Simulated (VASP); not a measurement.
# Ca (P6_3/mmc) in VASP: a series of runs

The runs below take Ca through single point, with PBE.

Program: VASP 6.6.1. These are calculated values, not measurements. Logs are shortened: lines on timing, memory, paths and dates and some standing lists are left out, and cuts for length are marked.

### Step 1. The cell of the first run

The structure is hexagonal, space group P6_3/mmc (No. 194). The conventional cell has a = 3.743 Å, b = 3.743 Å, c = 6.154 Å, α = 90.00°, β = 90.00°, γ = 120.00°. Ca (site symmetry -6m2) has 12 Ca at 3.74 to 3.76 Å within 4.9 Å.

This isn't the form of Ca at room conditions, which is fcc.

### Step 2. Single point, PBE (37.33 Å³/atom)

Input file INCAR:

```
SYSTEM = Ca
  PREC = Accurate
  ENCUT = 520
  EDIFF = 1E-6
  ISMEAR = -1
  SIGMA = 0.1
  LREAL = .FALSE.
  LASPH = .TRUE.
  NELM = 60
  ALGO = Normal
  ISIF = 2
  LWAVE = .FALSE.
  LCHARG = .FALSE.
  GGA = PE
  NBANDS = 17
```

Input file KPOINTS:

```
Automatic mesh
0
G
  11 11 6
  0 0 0
```

Input file POSCAR:

```
Ca
1.0
    3.7430918928      0.0000000000      0.0000000000
   -1.8715459464      3.2416126679      0.0000000000
    0.0000000000      0.0000000000      6.1535861235
Ca
2
Direct
    0.3333333333      0.6666666667      0.2500000000
    0.6666666667      0.3333333333      0.7500000000
```

Potentials or basis: VASP PAW PBE potentials, release 64 (Ca_sv).

Command:

```
cat potpaw_PBE.64/Ca_sv/POTCAR > POTCAR
mpirun -np 1 vasp_std > vasp.out
```

OUTCAR:

```text
SYSTEM = Ca
   PREC = Accurate
   ENCUT = 520
   EDIFF = 1E-6
   ISMEAR = -1
   LREAL = .FALSE.
   LASPH = .TRUE.
   NELM = 60
   ISIF = 2
   GGA = PE

 ion  position               nearest neighbor table
   1  0.333  0.667  0.250-
   2  0.667  0.333  0.750-

  LATTYP: Found a hexagonal cell.
 ALAT       =     3.7430918928
 C/A-ratio  =     1.6439847858

  Lattice vectors:

 A1 = (   3.7430918928,   0.0000000000,   0.0000000000)
 A2 = (  -1.8715459464,   3.2416126679,   0.0000000000)
 A3 = (   0.0000000000,   0.0000000000,   6.1535861235)

Analysis of symmetry for initial positions (statically):
=====================================================================
 Subroutine PRICEL returns:
 Original cell was already a primitive cell.

 Routine SETGRP: Setting up the symmetry group for a
 hexagonal supercell.

 Subroutine GETGRP returns: Found 24 space group operations
 (whereof 12 operations were pure point group operations)
 out of a pool of 24 trial point group operations.

The static configuration has the point symmetry D_3d.
 The point group associated with its full space group is D_6h.

Analysis of symmetry for dynamics (positions and initial velocities):
=====================================================================
 Subroutine PRICEL returns:
 Original cell was already a primitive cell.

 Routine SETGRP: Setting up the symmetry group for a
 hexagonal supercell.

 Subroutine GETGRP returns: Found 24 space group operations
 (whereof 12 operations were pure point group operations)
 out of a pool of 24 trial point group operations.

The dynamic configuration has the point symmetry D_3d.
 The point group associated with its full space group is D_6h.

 Subroutine INISYM returns: Found 24 space group operations
 (whereof 12 operations are pure point group operations),
 and found     1 'primitive' translations

----------------------------------------------------------------------------------------

                                     Primitive cell

  volume of cell :      74.6655

  direct lattice vectors                    reciprocal lattice vectors
     3.743091893  0.000000000  0.000000000     0.267158816  0.154244215  0.000000000
    -1.871545946  3.241612668  0.000000000     0.000000000  0.308488429  0.000000000
     0.000000000  0.000000000  6.153586124     0.000000000  0.000000000  0.162506867

  length of vectors
     3.743091893  3.743091893  6.153586124     0.308488429  0.308488429  0.162506867

  position of ions in fractional coordinates (direct lattice)
     0.333333333  0.666666667  0.250000000
     0.666666667  0.333333333  0.750000000

  ion indices of the primitive-cell ions
   primitive index   ion index
                 1           1
                 2           2

----------------------------------------------------------------------------------------

 KPOINTS: Automatic mesh

Automatic generation of k-mesh.
 Grid dimensions read from file:
 generate k-points for:   11   11    6

 Generating k-lattice:

  Cartesian coordinates                     Fractional coordinates (reciprocal lattice)
     0.024287165  0.014022201  0.000000000     0.090909091  0.000000000  0.000000000
     0.000000000  0.028044403  0.000000000     0.000000000  0.090909091  0.000000000
     0.000000000  0.000000000  0.027084478     0.000000000  0.000000000  0.166666667

  Length of vectors
     0.028044403  0.028044403  0.027084478

  Shift w.r.t. Gamma in fractional coordinates (k-lattice)
     0.000000000  0.000000000  0.000000000

 Subroutine IBZKPT returns following result:
 ===========================================

 Found     64 irreducible k-points:

 Following reciprocal coordinates:
            Coordinates               Weight
  0.000000  0.000000  0.000000      1.000000
  0.090909 -0.000000  0.000000      6.000000
  0.181818  0.000000  0.000000      6.000000
  0.272727  0.000000  0.000000      6.000000
  0.363636  0.000000  0.000000      6.000000
  0.454545  0.000000  0.000000      6.000000
[... 16 lines left out ...]
  0.090909  0.090909  0.166667     12.000000
  0.181818  0.090909  0.166667     24.000000
 [... further k-points ...]
   k-points           NKPTS =     64   k-points in BZ     NKDIM =     64   number of bands    NBANDS=     17
   number of dos      NEDOS =    301   number of ions     NIONS =      2
   total plane-waves  NPLWV =  37632
   dimension x,y,z NGX =    28 NGY =   28 NGZ =   48
   dimension x,y,z NGXF=    56 NGYF=   56 NGZF=   96
   ions per type =               2
   NGX,Y,Z   is equivalent  to a cutoff of  12.44, 12.44, 12.97 a.u.
   NGXF,Y,Z  is equivalent  to a cutoff of  24.87, 24.87, 25.94 a.u.
 SYSTEM =  Ca
   PREC   = accura    normal or accurate (medium, high low for compatibility)
   ISTART =      0    job   : 0-new  1-cont  2-samecut
   ICHARG =      2    charge: 1-file 2-atom 10-const
   ISPIN  =      1    spin polarized calculation?
   LNONCOLLINEAR =      F non collinear calculations
   LSORBIT =      F    spin-orbit coupling
   LASPH  =      T    aspherical Exc in radial PAW
   ENCUT  =  520.0 eV  38.22 Ry    6.18 a.u.   6.96  6.96 11.44*2*pi/ulx,y,z
   NELM   =     60;   NELMIN=  2; NELMDL= -5     # of ELM steps
   EDIFF  = 0.1E-05   stopping-criterion for ELM
   LREAL  =      F    real-space projection
   EDIFFG = 0.1E-04   stopping-criterion for IOM
   NSW    =      0    number of steps for IOM
   IBRION =     -1    ionic relax: 0-MD 1-quasi-New 2-CG
   NFREE  =      0    steps in history (QN), initial steepest desc. (CG)
   ISIF   =      2    stress and relaxation
   ISYM   =      2    0-nonsym 1-usesym 2-fastsym
   POTIM  = 0.5000    time-step for ionic-motion
   TEBEG  =    0.0;   TEEND  =   0.0 temperature during run
   PSTRESS=    0.0 pullay stress
   NELECT =      20.0000    total number of electrons
   NUPDOWN=      -1.0000    fix difference up-down
   EMIN   =  10.00;   EMAX   =-10.00  energy-range for DOS
   EFERMI =   0.00;   METHOD = LEGACY
   ISMEAR =    -1;   SIGMA  =   0.10  broadening in eV -4-tet -1-fermi 0-gaus
   EFERMI_NEDOS =   21; number of points for ismear=-14 and -15
   IALGO  =     38    algorithm
   IMIX   =      4    mixing-type and parameters
     AMIX     =   0.40;   BMIX     =  1.00
     AMIX_MAG =   1.60;   BMIX_MAG =  1.00
  volume/ion in A,a.u.               =      37.33       251.93
  Fermi-wavevector in a.u.,A,eV,Ry     =   1.055305  1.994238 15.152396  1.113670
  Thomas-Fermi vector in A             =   2.190499
   LORBIT       =      0    0 simple, 1 ext, 2 COOP (PROOUT), +10 PAW based schemes
   GGA     = PE    functional components
   LHFCALC =     F    Hartree Fock is set to
   AEXX    =    0.0000 exact exchange contribution
   IVDW    =     0    specifies the selected vdW correction
   LEPSILON=     F    determine dielectric tensor
   LRPA    =     F    only Hartree local field effects (RPA)
 non-spin polarized calculation
  energy-cutoff  :      520.00
  volume of cell :       74.67
 maximum number of plane-waves:      2027
 NGX is ok and might be reduce to    28
   NGX = 13   NGY = 13   NGZ = 23

 number of electron      20.0000001 magnetization

 Free energy of the ion-electron system (eV)
  ---------------------------------------------------
  ext. energy  EPLUGINS =         0.00000000
  ---------------------------------------------------
  free energy    TOTEN  =        -3.81161470 eV

  energy without entropy =       -3.73018013  energy(sigma->0) =       -3.77089742

 E-fermi :   2.5046     XC(G=0):  -8.1231

 val. band max:        2.5020721738   @ k =   0.2727   0.0909   0.0000
 cond. band min:       2.5228152174   @ k =   0.3636   0.0909   0.0000
 fundamental gap:      0.0207430436
 Fermi energy:         2.5046250187

 k-point     1 :       0.0000    0.0000    0.0000
  band No.  band energies     occupation
      1     -39.2453      2.00000
      2     -39.2219      2.00000
      3     -20.3476      2.00000
      4     -20.1731      2.00000
      5     -20.1731      2.00000
      6     -20.1451      2.00000
[... 9 lines left out ...]
     16       5.3165      0.00000
     17       5.7853      0.00000

 k-point     2 :       0.0909   -0.0000    0.0000
  band No.  band energies     occupation
      1     -39.2436      2.00000
      2     -39.2210      2.00000
      3     -20.3419      2.00000
      4     -20.1864      2.00000
      5     -20.1772      2.00000
      6     -20.1589      2.00000
[... 9 lines left out ...]
     16       5.4216      0.00000
     17       5.6312      0.00000

 k-point     3 :       0.1818    0.0000    0.0000
  band No.  band energies     occupation
      1     -39.2389      2.00000
      2     -39.2187      2.00000
      3     -20.3256      2.00000
      4     -20.2223      2.00000
      5     -20.1953      2.00000
      6     -20.1881      2.00000
[... 9 lines left out ...]
     16       5.4194      0.00000
     17       5.4429      0.00000

 k-point     4 :       0.2727    0.0000    0.0000
  band No.  band energies     occupation
      1     -39.2324      2.00000
      2     -39.2160      2.00000
      3     -20.3019      2.00000
      4     -20.2698      2.00000
      5     -20.2415      2.00000
      6     -20.2018      2.00000
[... 9 lines left out ...]
     16       5.7828      0.00000
     17       5.8792      0.00000

 k-point     5 :       0.3636    0.0000    0.0000
  band No.  band energies     occupation
      1     -39.2259      2.00000
      2     -39.2140      2.00000
      3     -20.3138      2.00000
      4     -20.2829      2.00000
      5     -20.2755      2.00000
      6     -20.2142      2.00000
[... 9 lines left out ...]
     16       6.2567      0.00000
     17       6.5018      0.00000

 k-point     6 :       0.4545    0.0000    0.0000
  band No.  band energies     occupation
      1     -39.2216      2.00000
      2     -39.2133      2.00000
      3     -20.3400      2.00000
      4     -20.3070      2.00000
      5     -20.2551      2.00000
      6     -20.2214      2.00000
[... 9 lines left out ...]
     16       6.8574      0.00000
     17       6.9729      0.00000

 k-point     7 :       0.0909    0.0909    0.0000
  band No.  band energies     occupation
      1     -39.2404      2.00000
      2     -39.2194      2.00000
      3     -20.3309      2.00000
      4     -20.2084      2.00000
      5     -20.1937      2.00000
      6     -20.1757      2.00000
[... 9 lines left out ...]
     16       5.3308      0.00000
     17       5.5149      0.00000

 k-point     8 :       0.1818    0.0909    0.0000
  band No.  band energies     occupation
      1     -39.2348      2.00000
      2     -39.2169      2.00000
      3     -20.3108      2.00000
      4     -20.2469      2.00000
      5     -20.2297      2.00000
      6     -20.1937      2.00000
[... 9 lines left out ...]
     16       5.5454      0.00000
     17       5.7193      0.00000
[... 203 lines left out ...]
      1     -39.2375      2.00000
      2     -39.2201      2.00000
      3     -20.3163      2.00000
      4     -20.2183      2.00000
      5     -20.2022      2.00000
      6     -20.1858      2.00000
[... 9 lines left out ...]
     16       5.5133      0.00000
     17       5.7522      0.00000

 k-point    20 :       0.2727    0.0000    0.1667
  band No.  band energies     occupation
      1     -39.2313      2.00000
      2     -39.2171      2.00000
      3     -20.3048      2.00000
      4     -20.2586      2.00000
      5     -20.2458      2.00000
      6     -20.1992      2.00000
[... 9 lines left out ...]
     16       5.8666      0.00000
     17       5.8934      0.00000

 k-point    21 :       0.3636    0.0000    0.1667
  band No.  band energies     occupation
      1     -39.2251      2.00000
      2     -39.2148      2.00000
      3     -20.3235      2.00000
      4     -20.2923      2.00000
      5     -20.2551      2.00000
      6     -20.2112      2.00000
[... 9 lines left out ...]
     16       6.2858      0.00000
     17       6.3984      0.00000

 k-point    22 :       0.4545    0.0000    0.1667
  band No.  band energies     occupation
      1     -39.2210      2.00000
      2     -39.2139      2.00000
      3     -20.3460      2.00000
      4     -20.3156      2.00000
      5     -20.2417      2.00000
      6     -20.2183      2.00000
[... 9 lines left out ...]
     16       6.7244      0.00000
     17       6.8332      0.00000

 k-point    23 :       0.0909    0.0909    0.1667
  band No.  band energies     occupation
      1     -39.2390      2.00000
      2     -39.2208      2.00000
      3     -20.3202      2.00000
      4     -20.2049      2.00000
      5     -20.1959      2.00000
      6     -20.1788      2.00000
[... 9 lines left out ...]
     16       5.4524      0.00000
     17       5.7341      0.00000

 k-point    24 :       0.1818    0.0909    0.1667
  band No.  band energies     occupation
      1     -39.2336      2.00000
      2     -39.2181      2.00000
      3     -20.3066      2.00000
      4     -20.2411      2.00000
      5     -20.2326      2.00000
      6     -20.1941      2.00000
[... 9 lines left out ...]
     16       5.6115      0.00000
     17       5.8364      0.00000

 [... further k-points ...]

------------------------ aborting loop because EDIFF is reached ----------------------------------------

  FORCE on cell =-STRESS in cart. coord.  units (eV):
  Direction    XX          YY          ZZ          XY          YZ          ZX
  --------------------------------------------------------------------------------------
  -------------------------------------------------------------------------------------
  Total        1.2596789      1.2596789      1.3353611     -0.0000000      0.0000000      0.0000000
  in kB       27.0302802     27.0302802     28.6542734     -0.0000000      0.0000000      0.0000000
  external PRESSURE =      27.5716113 kB  Pullay stress =       0.0000000 kB

 VOLUME and BASIS-vectors are now :
 -----------------------------------------------------------------------------
  energy-cutoff  :      520.00
  volume of cell :       74.67
      direct lattice vectors                 reciprocal lattice vectors
     3.743091893  0.000000000  0.000000000     0.267158816  0.154244215  0.000000000
    -1.871545946  3.241612668  0.000000000     0.000000000  0.308488429  0.000000000
     0.000000000  0.000000000  6.153586124     0.000000000  0.000000000  0.162506867

 POSITION                                       TOTAL-FORCE (eV/Angst)
 -----------------------------------------------------------------------------------
     -0.00000      2.16108      1.53840        -0.000000      0.000000      0.000000
      1.87155      1.08054      4.61519         0.000000      0.000000     -0.000000
 -----------------------------------------------------------------------------------
    total drift:                               -0.000000      0.000000     -0.000000

  FREE ENERGIE OF THE ION-ELECTRON SYSTEM (eV)
  ---------------------------------------------------
  free  energy   TOTEN  =        -3.8116147026 eV

  energy  without entropy=       -3.7301801302  energy(sigma->0) =       -3.77089742
```

Run time: 34 s. Hardware: 1 thread of Intel Xeon 6975P-C (Granite Rapids), shared host; peak memory 0.22 GiB.

Results:

```
Free energy            : -3.8116 eV
Pressure               : 2.8 GPa
Band gap on the k mesh : zero (bands 10 and 11 overlap by 0.30 eV)
```

(Part 1 of 2 ends here.)

The gap in the log of VASP goes by the Fermi energy; the results here count the filled bands.